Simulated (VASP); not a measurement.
# SnTe2 (P4_2/mnm) in VASP: further runs

Runs on SnTe2. Level: PBE. Tasks: single point, relaxation of cell and atoms.

Program: VASP 6.6.1. These are calculated values, not measurements. Logs are shortened: lines on timing, memory, paths and dates and some standing lists are left out, and cuts for length are marked.

### Step 1. The cell of the first run

Symmetry: P4_2/mnm, No. 136, tetragonal system. Conventional cell: a = 7.073 Å, b = 7.073 Å, c = 4.409 Å, α = 90.00°, β = 90.00°, γ = 90.00°. Within 3.9 Å of Sn (site symmetry mmm) lie 6 Te at 2.97 to 3.01 Å. Te (site symmetry m2m) has 3 Sn at 2.97 to 3.01 Å within 3.9 Å.

### Step 2. Single point, PBE

INCAR reads:

```
SYSTEM = SnTe2
PREC = Accurate
ENCUT = 520
EDIFF = 1E-7
ISMEAR = 0
SIGMA = 0.1
LREAL = .False.
LASPH = .True.
NELM = 100
ALGO = Normal
ISIF = 2
LWAVE = .False.
LCHARG = .False.
GGA = PE
NBANDS = 35
```

KPOINTS reads:

```
regular mesh
0
Gamma
  4 4 4
  0 0 0
```

POSCAR reads:

```
SnTe2
1.0
    7.0731757981      0.0000000000      0.0000000000
    0.0000000000      7.0731757981      0.0000000000
    0.0000000000      0.0000000000      4.4088878468
Sn Te
2 4
Direct
    0.0000000000      0.0000000000      0.0000000000
    0.5000000000      0.5000000000      0.5000000000
    0.3007240201      0.3007240201      0.0000000000
    0.1992759799      0.8007240201      0.5000000000
    0.6992759799      0.6992759799      0.0000000000
    0.8007240201      0.1992759799      0.5000000000
```

Potentials or basis: VASP PAW PBE potentials, release 64 (Sn_d, Te).

Command:

```sh
$ cat potpaw_PBE.64/Sn_d/POTCAR potpaw_PBE.64/Te/POTCAR > POTCAR
$ mpirun -np 1 vasp_std > vasp.out
```

OUTCAR:

```text
SYSTEM = SnTe2
   PREC = Accurate
   ENCUT = 520
   EDIFF = 1E-7
   ISMEAR = 0
   LREAL = .False.
   LASPH = .True.
   NELM = 100
   ISIF = 2
   GGA = PE

 ion  position               nearest neighbor table
   1  0.000  0.000  0.000-   4 2.97   6 2.97   4 2.97   6 2.97   5 3.01   3 3.01
   2  0.500  0.500  0.500-   3 2.97   5 2.97   3 2.97   5 2.97   4 3.01   6 3.01
   3  0.301  0.301  0.000-   2 2.97   2 2.97   1 3.01
   4  0.199  0.801  0.500-   1 2.97   1 2.97   2 3.01
   5  0.699  0.699  0.000-   2 2.97   2 2.97   1 3.01
   6  0.801  0.199  0.500-   1 2.97   1 2.97   2 3.01

  LATTYP: Found a simple tetragonal cell.
 ALAT       =     7.0731757981
 C/A-ratio  =     0.6233250767

  Lattice vectors:

 A1 = (   7.0731757981,   0.0000000000,   0.0000000000)
 A2 = (   0.0000000000,   7.0731757981,   0.0000000000)
 A3 = (   0.0000000000,   0.0000000000,   4.4088878468)

Analysis of symmetry for initial positions (statically):
=====================================================================
 Subroutine PRICEL returns:
 Original cell was already a primitive cell.

 Routine SETGRP: Setting up the symmetry group for a
 simple tetragonal supercell.

 Subroutine GETGRP returns: Found 16 space group operations
 (whereof  8 operations were pure point group operations)
 out of a pool of 16 trial point group operations.

The static configuration has the point symmetry D_2h.
 The point group associated with its full space group is D_4h.

Analysis of symmetry for dynamics (positions and initial velocities):
=====================================================================
 Subroutine PRICEL returns:
 Original cell was already a primitive cell.

 Routine SETGRP: Setting up the symmetry group for a
 simple tetragonal supercell.

 Subroutine GETGRP returns: Found 16 space group operations
 (whereof  8 operations were pure point group operations)
 out of a pool of 16 trial point group operations.

The dynamic configuration has the point symmetry D_2h.
 The point group associated with its full space group is D_4h.

 Subroutine INISYM returns: Found 16 space group operations
 (whereof  8 operations are pure point group operations),
 and found     1 'primitive' translations

----------------------------------------------------------------------------------------

                                     Primitive cell

  volume of cell :     220.5758

  direct lattice vectors                    reciprocal lattice vectors
     7.073175798  0.000000000  0.000000000     0.141379209  0.000000000  0.000000000
     0.000000000  7.073175798  0.000000000     0.000000000  0.141379209  0.000000000
     0.000000000  0.000000000  4.408887847     0.000000000  0.000000000  0.226814570

  length of vectors
     7.073175798  7.073175798  4.408887847     0.141379209  0.141379209  0.226814570

  position of ions in fractional coordinates (direct lattice)
     0.000000000  0.000000000  0.000000000
     0.500000000  0.500000000  0.500000000
     0.300724020  0.300724020  0.000000000
     0.199275980  0.800724020  0.500000000
     0.699275980  0.699275980  0.000000000
     0.800724020  0.199275980  0.500000000

  ion indices of the primitive-cell ions
   primitive index   ion index
                 1           1
                 2           2
                 3           3
                 4           4
                 5           5
                 6           6

----------------------------------------------------------------------------------------

 KPOINTS: regular mesh

Automatic generation of k-mesh.
 Grid dimensions read from file:
 generate k-points for:    4    4    4

 Generating k-lattice:

  Cartesian coordinates                     Fractional coordinates (reciprocal lattice)
     0.035344802  0.000000000  0.000000000     0.250000000  0.000000000  0.000000000
     0.000000000  0.035344802  0.000000000     0.000000000  0.250000000  0.000000000
     0.000000000  0.000000000  0.056703642     0.000000000  0.000000000  0.250000000

  Length of vectors
     0.035344802  0.035344802  0.056703642

  Shift w.r.t. Gamma in fractional coordinates (k-lattice)
     0.000000000  0.000000000  0.000000000

 Subroutine IBZKPT returns following result:
 ===========================================

 Found     18 irreducible k-points:

 Following reciprocal coordinates:
            Coordinates               Weight
  0.000000  0.000000  0.000000      1.000000
  0.250000  0.000000  0.000000      4.000000
  0.500000  0.000000  0.000000      2.000000
  0.250000  0.250000  0.000000      4.000000
  0.500000  0.250000  0.000000      4.000000
  0.500000  0.500000  0.000000      1.000000
[... 10 lines left out ...]
  0.500000  0.250000  0.500000      4.000000
  0.500000  0.500000  0.500000      1.000000
   k-points           NKPTS =     18   k-points in BZ     NKDIM =     18   number of bands    NBANDS=     35
   number of dos      NEDOS =    301   number of ions     NIONS =      6
   total plane-waves  NPLWV = 104976
   dimension x,y,z NGX =    54 NGY =   54 NGZ =   36
   dimension x,y,z NGXF=   108 NGYF=  108 NGZF=   72
   ions per type =               2   4
   NGX,Y,Z   is equivalent  to a cutoff of  12.69, 12.69, 13.57 a.u.
   NGXF,Y,Z  is equivalent  to a cutoff of  25.38, 25.38, 27.15 a.u.
 SYSTEM =  SnTe2
   PREC   = accura    normal or accurate (medium, high low for compatibility)
   ISTART =      0    job   : 0-new  1-cont  2-samecut
   ICHARG =      2    charge: 1-file 2-atom 10-const
   ISPIN  =      1    spin polarized calculation?
   LNONCOLLINEAR =      F non collinear calculations
   LSORBIT =      F    spin-orbit coupling
   LASPH  =      T    aspherical Exc in radial PAW
   ENCUT  =  520.0 eV  38.22 Ry    6.18 a.u.  13.15 13.15  8.20*2*pi/ulx,y,z
   NELM   =    100;   NELMIN=  2; NELMDL= -5     # of ELM steps
   EDIFF  = 0.1E-06   stopping-criterion for ELM
   LREAL  =      F    real-space projection
   EDIFFG = 0.1E-05   stopping-criterion for IOM
   NSW    =      0    number of steps for IOM
   IBRION =     -1    ionic relax: 0-MD 1-quasi-New 2-CG
   NFREE  =      0    steps in history (QN), initial steepest desc. (CG)
   ISIF   =      2    stress and relaxation
   ISYM   =      2    0-nonsym 1-usesym 2-fastsym
   POTIM  = 0.5000    time-step for ionic-motion
   TEBEG  =    0.0;   TEEND  =   0.0 temperature during run
   PSTRESS=    0.0 pullay stress
   NELECT =      52.0000    total number of electrons
   NUPDOWN=      -1.0000    fix difference up-down
   EMIN   =  10.00;   EMAX   =-10.00  energy-range for DOS
   EFERMI =   0.00;   METHOD = LEGACY
   ISMEAR =     0;   SIGMA  =   0.10  broadening in eV -4-tet -1-fermi 0-gaus
   EFERMI_NEDOS =   21; number of points for ismear=-14 and -15
   IALGO  =     38    algorithm
   IMIX   =      4    mixing-type and parameters
     AMIX     =   0.40;   BMIX     =  1.00
     AMIX_MAG =   1.60;   BMIX_MAG =  1.00
  volume/ion in A,a.u.               =      36.76       248.09
  Fermi-wavevector in a.u.,A,eV,Ry     =   1.011323  1.911124 13.915693  1.022775
  Thomas-Fermi vector in A             =   2.144366
   LORBIT       =      0    0 simple, 1 ext, 2 COOP (PROOUT), +10 PAW based schemes
   GGA     = PE    functional components
   LHFCALC =     F    Hartree Fock is set to
   AEXX    =    0.0000 exact exchange contribution
   IVDW    =     0    specifies the selected vdW correction
   LEPSILON=     F    determine dielectric tensor
   LRPA    =     F    only Hartree local field effects (RPA)
 non-spin polarized calculation
 Gauss-broadening in eV      SIGMA  =   0.10
  energy-cutoff  :      520.00
  volume of cell :      220.58
 maximum number of plane-waves:      5984
 NGX is ok and might be reduce to    54
   NGX = 27   NGY = 27   NGZ = 17

 number of electron      51.9999988 magnetization

 Free energy of the ion-electron system (eV)
  ---------------------------------------------------
  ext. energy  EPLUGINS =         0.00000000
  ---------------------------------------------------
  free energy    TOTEN  =       -19.70478973 eV

  energy without entropy =      -19.67034170  energy(sigma->0) =      -19.68756572

 E-fermi :   4.3461     XC(G=0):  -8.6236

 val. band max:        4.3329173281   @ k =   0.2500   0.0000   0.0000
 cond. band min:       4.3929386319   @ k =   0.2500   0.2500   0.2500
 fundamental gap:      0.0600213038
 Fermi energy:         4.3461018606

 k-point     1 :       0.0000    0.0000    0.0000
  band No.  band energies     occupation
      1     -17.2525      2.00000
      2     -17.2457      2.00000
      3     -17.2192      2.00000
      4     -17.2192      2.00000
      5     -17.2059      2.00000
      6     -17.2049      2.00000
[... 27 lines left out ...]
     34       9.1079      0.00000
     35       9.1594      0.00000

 k-point     2 :       0.2500    0.0000    0.0000
  band No.  band energies     occupation
      1     -17.2515      2.00000
      2     -17.2467      2.00000
      3     -17.2191      2.00000
      4     -17.2191      2.00000
      5     -17.2058      2.00000
      6     -17.2050      2.00000
[... 27 lines left out ...]
     34       8.6389      0.00000
     35       9.7699      0.00000

 k-point     3 :       0.5000    0.0000    0.0000
  band No.  band energies     occupation
      1     -17.2491      2.00000
      2     -17.2491      2.00000
      3     -17.2191      2.00000
      4     -17.2191      2.00000
      5     -17.2054      2.00000
      6     -17.2054      2.00000
[... 27 lines left out ...]
     34       7.8026      0.00000
     35      10.4323      0.00000

 k-point     4 :       0.2500    0.2500    0.0000
  band No.  band energies     occupation
      1     -17.2508      2.00000
      2     -17.2474      2.00000
      3     -17.2192      2.00000
      4     -17.2191      2.00000
      5     -17.2057      2.00000
      6     -17.2051      2.00000
[... 27 lines left out ...]
     34       8.7783      0.00000
     35       9.9183      0.00000

 k-point     5 :       0.5000    0.2500    0.0000
  band No.  band energies     occupation
      1     -17.2491      2.00000
      2     -17.2491      2.00000
      3     -17.2191      2.00000
      4     -17.2191      2.00000
      5     -17.2054      2.00000
      6     -17.2054      2.00000
[... 410 lines left out ...]
 k-point    16 :       0.2500    0.2500    0.5000
  band No.  band energies     occupation
      1     -17.2435      2.00000
      2     -17.2428      2.00000
      3     -17.2312      2.00000
      4     -17.2304      2.00000
      5     -17.2050      2.00000
      6     -17.2049      2.00000
[... 27 lines left out ...]
     34      10.0159      0.00000
     35      10.1874      0.00000

 k-point    17 :       0.5000    0.2500    0.5000
  band No.  band energies     occupation
      1     -17.2432      2.00000
      2     -17.2432      2.00000
      3     -17.2308      2.00000
      4     -17.2308      2.00000
      5     -17.2050      2.00000
      6     -17.2050      2.00000
[... 27 lines left out ...]
     34       9.6412      0.00000
     35      10.2670      0.00000

 k-point    18 :       0.5000    0.5000    0.5000
  band No.  band energies     occupation
      1     -17.2428      2.00000
      2     -17.2428      2.00000
      3     -17.2312      2.00000
      4     -17.2312      2.00000
      5     -17.2049      2.00000
      6     -17.2049      2.00000
[... 27 lines left out ...]
     34       9.8413      0.00000
     35       9.8860      0.00000

------------------------ aborting loop because EDIFF is reached ----------------------------------------

  FORCE on cell =-STRESS in cart. coord.  units (eV):
  Direction    XX          YY          ZZ          XY          YZ          ZX
  --------------------------------------------------------------------------------------
  -------------------------------------------------------------------------------------
  Total       -0.0852876     -0.0852876      0.4249589      0.0000000      0.0000000      0.0000000
  in kB       -0.6194959     -0.6194959      3.0867367      0.0000000      0.0000000      0.0000000
  external PRESSURE =       0.6159150 kB  Pullay stress =       0.0000000 kB

 VOLUME and BASIS-vectors are now :
 -----------------------------------------------------------------------------
  energy-cutoff  :      520.00
  volume of cell :      220.58
      direct lattice vectors                 reciprocal lattice vectors
     7.073175798  0.000000000  0.000000000     0.141379209  0.000000000  0.000000000
     0.000000000  7.073175798  0.000000000     0.000000000  0.141379209  0.000000000
     0.000000000  0.000000000  4.408887847     0.000000000  0.000000000  0.226814570

 POSITION                                       TOTAL-FORCE (eV/Angst)
 -----------------------------------------------------------------------------------
      0.00000      0.00000      0.00000         0.000000     -0.000000     -0.000000
      3.53659      3.53659      2.20444         0.000000     -0.000000     -0.000000
      2.12707      2.12707      0.00000        -0.018427     -0.018427      0.000000
      1.40951      5.66366      2.20444         0.018427     -0.018427     -0.000000
      4.94610      4.94610      0.00000         0.018427      0.018427     -0.000000
      5.66366      1.40951      2.20444        -0.018427      0.018427     -0.000000
 -----------------------------------------------------------------------------------
    total drift:                                0.000000      0.000000      0.000000

  FREE ENERGIE OF THE ION-ELECTRON SYSTEM (eV)
  ---------------------------------------------------
  free  energy   TOTEN  =       -19.7047897314 eV

  energy  without entropy=      -19.6703417028  energy(sigma->0) =      -19.68756572
```

Wall time 2.4 min (1 thread of AMD EPYC 9R45 (Zen 5), shared host); peak memory 0.33 GiB.

What came out:

- Free energy: -19.7048 eV
- Pressure: 0.1 GPa
- Largest force: 0.026 eV/Å
- Band gap on the k mesh: zero (band 26 reaches 4.40 eV, above the bottom of band 27 at 4.27 eV)

Forces on the atoms (eV/Å):
```
Sn   0.000  0.000  0.000
Sn   0.000  0.000  0.000
Te  -0.018 -0.018  0.000
Te   0.018 -0.018  0.000
Te   0.018  0.018  0.000
Te  -0.018  0.018  0.000
```

Stress tensor (GPa, compression positive):
```
-0.06  0.00  0.00
 0.00 -0.06  0.00
 0.00  0.00  0.31
```

Caveat: spin-orbit coupling is left out, which moves the levels of the heavy elements.

### Step 3. Relaxation of cell and atoms, PBE

This run uses another cell than the first one, of 29.90 Å³/atom, 0.813 times its volume.

INCAR reads:

```
ALGO = Normal
EDIFF = 1E-7
EDIFFG = -0.04
ENCUT = 600
GGA = PE
IBRION = 2
ISIF = 3
ISMEAR = 0
LASPH = T
LCHARG = F
LREAL = F
LWAVE = F
NELM = 100
NSW = 90
PREC = Accurate
SIGMA = 0.1
```

KPOINTS reads:

```
k-points
0
Gamma
  4 4 4
```

POSCAR reads:

```
SnTe2
1.0
    6.8021256500      0.0000000000      0.0000000000
    0.0000000000      6.8021256500      0.0000000000
    0.0000000000      0.0000000000      3.8769315600
Sn Te
2 4
Direct
    0.0000000000      0.0000000000      0.0000000000
    0.5000000000      0.5000000000      0.5000000000
    0.3000000100      0.3000000100      0.0000000000
    0.1999999900      0.8000000100      0.5000000000
    0.6999999900      0.6999999900      0.0000000000
    0.8000000100      0.1999999900      0.5000000000
```

Potentials or basis: VASP PAW PBE potentials, release 64 (Sn_d, Te).

Command:

```sh
$ cat potpaw_PBE.64/Sn_d/POTCAR potpaw_PBE.64/Te/POTCAR > POTCAR
$ mpirun -np 1 vasp_std > vasp.out
```

Wall time 11 min (1 thread of AMD EPYC 9R45 (Zen 5), shared host); peak memory 0.33 GiB.

Results (log left out):

| Quantity | Value |
| --- | --- |
| Free energy | -19.7022 eV |
| Relaxed volume | 36.92 Å³/atom |
| Relaxed cell | a = 7.058 Å, b = 7.058 Å, c = 4.447 Å, α = 90.00°, β = 90.00°, γ = 90.00° |
| Space group after relaxing (to 0.05 Å) | P4_2/mnm (No. 136) |
| Energy gained by relaxing | 276.9 meV/atom |
| Ionic steps | 9 |
| Pressure after relaxing | -0.1 GPa |
| Largest force after relaxing | 0.034 eV/Å |
| Band gap on the k mesh | zero (band 26 reaches 4.33 eV, above the bottom of band 27 at 4.22 eV) |

Forces on the atoms (eV/Å):
```
Sn   0.000  0.000  0.000
Sn   0.000  0.000  0.000
Te   0.024  0.024  0.000
Te  -0.024  0.024  0.000
Te  -0.024 -0.024  0.000
Te   0.024 -0.024  0.000
```

Step by step:
```
step  energy change (eV)  largest force (eV/Å)  pressure (GPa)  volume (Å³)
   1              0.0000                0.8424           13.55       179.38
   2             -1.2078                0.3109           -3.56       253.01
   3             -1.6023                0.1252           -0.12       221.84
   4             -1.6023                0.1344           -0.27       222.75
   5             -1.6356                0.1092           -0.16       221.77
   6             -1.6585                0.0901            0.08       219.98
   7             -1.6586                0.0902            0.10       219.83
   8             -1.6606                0.0616           -0.02       220.67
   9             -1.6612                0.0340           -0.14       221.52
```

Final structure:
```yaml
crystal:
  lattice:
    - [7.05797, 0.00000, 0.00000]
    - [0.00000, 7.05797, 0.00000]
    - [0.00000, 0.00000, 4.44693]
  atoms:
    - { symbol: Sn, position: [0.00000, 0.00000, 0.00000] }
    - { symbol: Sn, position: [0.50000, 0.50000, 0.50000] }
    - { symbol: Te, position: [0.29998, 0.29998, 0.00000] }
    - { symbol: Te, position: [0.20002, 0.79998, 0.50000] }
    - { symbol: Te, position: [0.70002, 0.70002, 0.00000] }
    - { symbol: Te, position: [0.79998, 0.20002, 0.50000] }
```

Levels at points of the mesh, in eV from the Fermi level:
```tsv
k point	band 24	band 25	band 26	band 27	band 28	band 29
(0.00, 0.00, 0.00)	-0.64	0.00	0.00	0.61	0.73	1.88
(0.50, 0.00, 0.00)	-0.46	-0.28	-0.28	0.22	0.22	2.61
(0.50, 0.50, 0.00)	-0.75	-0.71	-0.71	0.16	0.16	2.78
(0.00, 0.00, 0.50)	-1.15	-0.98	-0.98	0.32	0.32	4.45
(0.50, 0.00, 0.50)	-0.53	-0.36	-0.36	0.99	0.99	1.71
(0.50, 0.50, 0.50)	-0.56	-0.43	-0.43	-0.07	-0.07	3.52
```

Caveat: the k points lie up to 0.35 Å⁻¹ apart in the final cell; the volume moved by over 15 % at a fixed basis, so the end points are rough; spin-orbit coupling is left out, which moves the levels of the heavy elements.
